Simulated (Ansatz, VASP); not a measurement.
**SiO2: VASP beside Ansatz**

```
Si O
1.0
     4.18650    0.00000    0.00000
     0.00000    4.18650    0.00000
     0.00000    0.00000    2.66840
Si O
2 4
Direct
  0.00000 0.00000 0.00000
  0.50000 0.50000 0.50000
  0.30635 0.30635 0.00000
  0.19365 0.80635 0.50000
  0.69365 0.69365 0.00000
  0.80635 0.19365 0.50000
```

Alike in both runs: functional LDA; k mesh 6 × 6 × 8; occupations gaussian, width 0.02 eV; no spin polarisation.

Ansatz relaxed the structure, and its values are those at the end. VASP's run is a single point on that final structure, the one shown.

|  | VASP | Ansatz |
| --- | --- | --- |
| version | VASP 6.6.1 | Ansatz 0.2.0 |
| potentials or method | VASP PAW LDA potentials, release 64 (Si, O), cutoff 520 eV | scalar-relativistic, plane waves, PAW |
| valence electrons in the cell | 32 | 32 |

Ansatz gave:

```
gap on the k mesh at the Fermi level (eV) : 5.54
least direct gap on the mesh (eV)         : 5.54
pressure (GPa)                            : -5.2
rms of the force components (eV/Å)        : 0.000
```

Task: Estimate VASP's values.

Result: gap on the k mesh at the Fermi level (eV): 5.54; least direct gap on the mesh (eV): 5.54; pressure (GPa): -4.1; rms of the force components (eV/Å): 0.018.

Ansatz warns that its potentials were made for another functional, while VASP's fit it. LDA's correlation is that of Perdew and Zunger in VASP and of Perdew and Wang (1992) in Ansatz. Ansatz's warnings: stress scf threshold loose.
